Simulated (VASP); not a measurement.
# TaH5 (P-62m) in VASP: notebook, part 2 of 2

VASP 6.6.1. The steps go on from the part before.

## (3) Relaxation of cell and atoms, PBE

This run uses another cell than the first one: it holds 6 atoms, not 12.

INCAR

```
SYSTEM = TaH5
ALGO = Normal ; EDIFF = 1E-6
EDIFFG = -0.01 ; ENCUT = 600
GGA = PE ; IBRION = 2
ISIF = 3 ; ISMEAR = 0
LASPH = .TRUE. ; LCHARG = .FALSE.
LREAL = .FALSE. ; LWAVE = .FALSE.
NELM = 60 ; NSW = 100
PREC = Accurate ; SIGMA = 0.1
```

KPOINTS

```
k-points
0
G
  12 12 12
  0 0 0
```

POSCAR

```
TaH5
1.0
    3.5677503940      0.0000000000      0.0000000000
   -1.7838751970      3.0897624756      0.0000000000
    0.0000000000      0.0000000000      3.1122834454
Ta H
1 5
Direct
    0.0000000000      0.0000000000      0.5000000000
    0.6951047565      0.0000000000      0.0000000000
    0.3048952435      0.3048952435      0.0000000000
    0.0000000000      0.6951047565      0.0000000000
    0.6666666667      0.3333333333      0.5000000000
    0.3333333333      0.6666666667      0.5000000000
```

Potentials or basis: VASP PAW PBE potentials, release 64 (Ta_pv, H).

The run is started by

```sh
> cat potpaw_PBE.64/Ta_pv/POTCAR potpaw_PBE.64/H/POTCAR > POTCAR
> mpirun -np 1 vasp_std > vasp.out
```

OUTCAR:

```text
SYSTEM = TaH5
   EDIFF = 1E-6
   EDIFFG = -0.01
   ENCUT = 600
   GGA = PE
   IBRION = 2
   ISIF = 3
   ISMEAR = 0
   LASPH = .TRUE.
   LREAL = .FALSE.
   NELM = 60
   NSW = 100
   PREC = Accurate

 ion  position               nearest neighbor table
   1  0.000  0.000  0.500-   2 1.90   2 1.90   4 1.90   3 1.90   3 1.90   4 1.90   6 2.06   5 2.06
                             5 2.06   6 2.06   5 2.06   6 2.06
   2  0.695  0.000  0.000-   1 1.90   1 1.90
   3  0.305  0.305  0.000-   1 1.90   1 1.90
   4  0.000  0.695  0.000-   1 1.90   1 1.90
   5  0.667  0.333  0.500-   1 2.06   1 2.06   1 2.06
   6  0.333  0.667  0.500-   1 2.06   1 2.06   1 2.06

  LATTYP: Found a hexagonal cell.
 ALAT       =     3.5677503940
 C/A-ratio  =     0.8723377764

  Lattice vectors:

 A1 = (   3.5677503940,   0.0000000000,   0.0000000000)
 A2 = (  -1.7838751970,   3.0897624756,   0.0000000000)
 A3 = (   0.0000000000,   0.0000000000,   3.1122834454)

Analysis of symmetry for initial positions (statically):
=====================================================================
 Subroutine PRICEL returns:
 Original cell was already a primitive cell.

 Routine SETGRP: Setting up the symmetry group for a
 hexagonal supercell.

 Subroutine GETGRP returns: Found 12 space group operations
 (whereof 12 operations were pure point group operations)
 out of a pool of 24 trial point group operations.

The static configuration has the point symmetry D_3h.

Analysis of symmetry for dynamics (positions and initial velocities):
=====================================================================
 Subroutine PRICEL returns:
 Original cell was already a primitive cell.

 Routine SETGRP: Setting up the symmetry group for a
 hexagonal supercell.

 Subroutine GETGRP returns: Found 12 space group operations
 (whereof 12 operations were pure point group operations)
 out of a pool of 24 trial point group operations.

The dynamic configuration has the point symmetry D_3h.

 Subroutine INISYM returns: Found 12 space group operations
[... 142 lines left out ...]
 NGX is ok and might be reduce to    30

--------------------------------------- Ionic step        1  -------------------------------------------

 number of electron      16.0000001 magnetization

 Free energy of the ion-electron system (eV)
  ---------------------------------------------------
  ext. energy  EPLUGINS =         0.00000000
  ---------------------------------------------------
  free energy    TOTEN  =       -27.88344693 eV

  energy without entropy =      -27.87950442  energy(sigma->0) =      -27.88147568

------------------------ aborting loop because EDIFF is reached ----------------------------------------

  FORCE on cell =-STRESS in cart. coord.  units (eV):
  Direction    XX          YY          ZZ          XY          YZ          ZX
  --------------------------------------------------------------------------------------
  -------------------------------------------------------------------------------------
  Total       -0.1688345     -0.1688345      0.5147913      0.0000000      0.0000000      0.0000000
  in kB       -7.8844805     -7.8844805     24.0404787      0.0000000      0.0000000      0.0000000
  external PRESSURE =       2.7571726 kB  Pullay stress =       0.0000000 kB
[... 147 lines left out ...]
--------------------------------------- Ionic step        5  -------------------------------------------

 number of electron      16.0000001 magnetization

 Free energy of the ion-electron system (eV)
  ---------------------------------------------------
  ext. energy  EPLUGINS =         0.00000000
  ---------------------------------------------------
  free energy    TOTEN  =       -27.88566824 eV

  energy without entropy =      -27.88171273  energy(sigma->0) =      -27.88369048

 E-fermi :   4.1222     XC(G=0): -11.4580

 val. band max:        4.1130518128   @ k =   0.1667   0.1667   0.0833
 cond. band min:       4.1315072398   @ k =   0.0000   0.0000   0.4167
 fundamental gap:      0.0184554271
 Fermi energy:         4.1221866110

 k-point     1 :       0.0000    0.0000    0.0000
  band No.  band energies     occupation
      1     -31.0248      2.00000
      2     -31.0248      2.00000
      3     -30.7335      2.00000
      4      -8.2007      2.00000
      5      -2.0381      2.00000
      6       1.6586      2.00000
      7       1.6586      2.00000
      8       3.4735      2.00000
      9       6.3037      0.00000
     10       6.3037      0.00000
     11       6.8116      0.00000
     12       6.8116      0.00000
[... 331 lines left out ...]
 k-point    24 :       0.3333   -0.0000    0.0833
  band No.  band energies     occupation
      1     -31.1497      2.00000
      2     -31.0497      2.00000
      3     -30.7522      2.00000
      4      -6.1696      2.00000
      5      -2.2381      2.00000
      6      -1.6396      2.00000
      7       2.4144      2.00000
      8       3.6739      2.00000
      9       5.0469      0.00000
     10       6.4834      0.00000
     11       7.0344      0.00000
     12       8.8381      0.00000

 [... further k-points ...]
[... 5 lines left out ...]
  --------------------------------------------------------------------------------------
  -------------------------------------------------------------------------------------
  Total       -0.0012355     -0.0012355     -0.0135768      0.0000000     -0.0000000      0.0000000
  in kB       -0.0577590     -0.0577590     -0.6346811      0.0000000     -0.0000000      0.0000000
  external PRESSURE =      -0.2500664 kB  Pullay stress =       0.0000000 kB
[... 21 lines left out ...]
  FREE ENERGIE OF THE ION-ELECTRON SYSTEM (eV)
  ---------------------------------------------------
  free  energy   TOTEN  =       -27.8856682373 eV

  energy  without entropy=      -27.8817127286  energy(sigma->0) =      -27.88369048

 reached required accuracy - stopping structural energy minimisation
```

CONTCAR:

```text
TaH5
   1.00000000000000
     3.5545342972799814   -0.0000000000000000    0.0000000000000000
    -1.7772671486399907    3.0783170001012143   -0.0000000000000000
    -0.0000000000000000    0.0000000000000000    3.1322396549830995
  Ta              H
     1     5
Direct
     0.0000000000000000    0.0000000000000000    0.5000000000000000
     0.6955636719226813    0.0000000000000000    1.0000000000000000
     0.3044363280773187    0.3044363280773187    1.0000000000000000
     0.0000000000000000    0.6955636719226813    0.0000000000000000
     0.6666666667000030    0.3333333332999970    0.5000000000000000
     0.3333333332999970    0.6666666667000030    0.5000000000000000

  0.00000000E+00  0.00000000E+00  0.00000000E+00
  0.00000000E+00  0.00000000E+00  0.00000000E+00
  0.00000000E+00  0.00000000E+00  0.00000000E+00
  0.00000000E+00  0.00000000E+00  0.00000000E+00
  0.00000000E+00  0.00000000E+00  0.00000000E+00
  0.00000000E+00  0.00000000E+00  0.00000000E+00
```

Run time: 2 min. Hardware: 1 thread of AMD EPYC 7R13 (Zen 3), shared host; peak memory 0.19 GiB.

What came out:

| Property | Result |
| --- | --- |
| Free energy | -27.8857 eV |
| Relaxed volume | 5.71 Å³/atom |
| Relaxed cell | a = 3.555 Å, b = 3.555 Å, c = 3.132 Å, α = 90.00°, β = 90.00°, γ = 120.00° |
| Space group after relaxing (to 0.1 Å) | P-62m (No. 189) |
| Energy gained by relaxing | 0.4 meV/atom |
| Ionic steps | 5 |
| Pressure after relaxing | 0.0 GPa |
| Largest force after relaxing | 0.009 eV/Å |
| Band gap on the k mesh | zero (bands 8 and 9 overlap by 1.88 eV) |

Forces on the atoms (eV/Å):
```
Ta   0.000  0.000  0.000
H    0.009  0.000  0.000
H   -0.004 -0.007  0.000
H   -0.004  0.007  0.000
H    0.000  0.000  0.000
H    0.000  0.000  0.000
```

Step by step:
```
step  energy change (eV)  largest force (eV/Å)  pressure (GPa)  volume (Å³)
   1              0.0000                0.0015            0.28        34.31
   2             -0.0017                0.0186           -0.26        34.36
   3             -0.0019                0.0291           -0.55        34.38
   4             -0.0022                0.0112           -0.05        34.29
   5             -0.0022                0.0085           -0.03        34.27
```

Final structure:
```yaml
crystal:
  lattice:
    - [3.55453, 0.00000, 0.00000]
    - [-1.77727, 3.07832, 0.00000]
    - [0.00000, 0.00000, 3.13224]
  atoms:
    - { symbol: Ta, position: [0.00000, 0.00000, 0.50000] }
    - { symbol: H, position: [0.69556, 0.00000, 0.00000] }
    - { symbol: H, position: [0.30444, 0.30444, 0.00000] }
    - { symbol: H, position: [0.00000, 0.69556, 0.00000] }
    - { symbol: H, position: [0.66667, 0.33333, 0.50000] }
    - { symbol: H, position: [0.33333, 0.66667, 0.50000] }
```

Caveat: spin-orbit coupling is left out, which moves the levels of the heavy elements.
